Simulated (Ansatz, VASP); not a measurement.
BAs: VASP beside Ansatz

Contents of POSCAR:

```
BAs
1.0
    0.0000000000      2.4353452264      2.4353452264
    2.4353452264      0.0000000000      2.4353452264
    2.4353452264      2.4353452264      0.0000000000
As B
1 1
Direct
    0.7500000000      0.7500000000      0.7500000000
    0.0000000000      0.0000000000      0.0000000000
```

File INCAR.step1:

```
SYSTEM = BAs
PREC = Accurate
ENCUT = 420
EDIFF = 1E-5
ISMEAR = -1
SIGMA = 0.05
LREAL = .False.
LASPH = .True.
NELM = 120
ALGO = Normal
ISIF = 2
LWAVE = .True.
LCHARG = .False.
GGA = PE
NBANDS = 11
GGA_COMPAT = .False.
```

Contents of INCAR.step2:

```
SYSTEM = BAs
PREC = Accurate
ENCUT = 420
EDIFF = 1E-6
ISMEAR = -1
SIGMA = 0.05
LREAL = .False.
LASPH = .True.
NELM = 120
ALGO = Normal
ISIF = 2
LWAVE = .False.
LCHARG = .False.
GGA = PE
LHFCALC = .True.
AEXX = 0.25
HFSCREEN = 0.3
PRECFOCK = Normal
ISTART = 1
NBANDS = 11
GGA_COMPAT = .False.
```

The input KPOINTS:

```
regular mesh
0
Gamma
  5 5 5
  0 0 0
```

File input.yaml:

```yaml
crystal:
  lattice:
    - [0.0, 2.4353452264, 2.4353452264]
    - [2.4353452264, 0.0, 2.4353452264]
    - [2.4353452264, 2.4353452264, 0.0]
  atoms:
    - { symbol: As, position: [0.75, 0.75, 0.75] }
    - { symbol: B, position: [0.0, 0.0, 0.0] }
hamiltonian:
  xc: { exchange: pbe, correlation: pbe, exx: { coeff: 0.25, omega: 0.3 } }
  pseudopotentials: { kind: paw }
kpoints:
  mp_grid: { grid: [5, 5, 5] }
scf:
  occupations: { method: fermi_dirac, width: 0.05 }
output:
  forces: true
  stress: true
  eigenvalues: true
```

Alike in both runs: task single point; functional PBE-based screened hybrid with a share of 0.25 of exact exchange and HFSCREEN = 0.3; k mesh 5 × 5 × 5; occupations fermi-dirac, width 0.05 eV; no spin polarisation.

```csv
,VASP,Ansatz
version,VASP 6.6.1,Ansatz 0.2.0
potentials or method,"VASP PAW PBE potentials, release 64 (As, B)",Ansatz PAW
plane-wave cutoff (eV),420,420
valence electrons in the cell,8,18
```

```tsv
	VASP	Ansatz	Ansatz less VASP
gap on the k mesh at the Fermi level (eV)	1.73	1.72	-0.009
least direct gap on the mesh (eV)	3.86	3.87	+0.003
```

VASP's potentials were made for PBE, not for PBE-based screened hybrid. VASP's potentials hold 8 valence electrons a cell and Ansatz's 18, so a difference there can come from the potentials and not from the codes.

The k mesh is coarse, so the values compare programs but aren't converged. Noted on Ansatz's run: odd divisions of the mesh miss points on the zone boundary, where band edges often lie, so the gap on the mesh can be too wide.
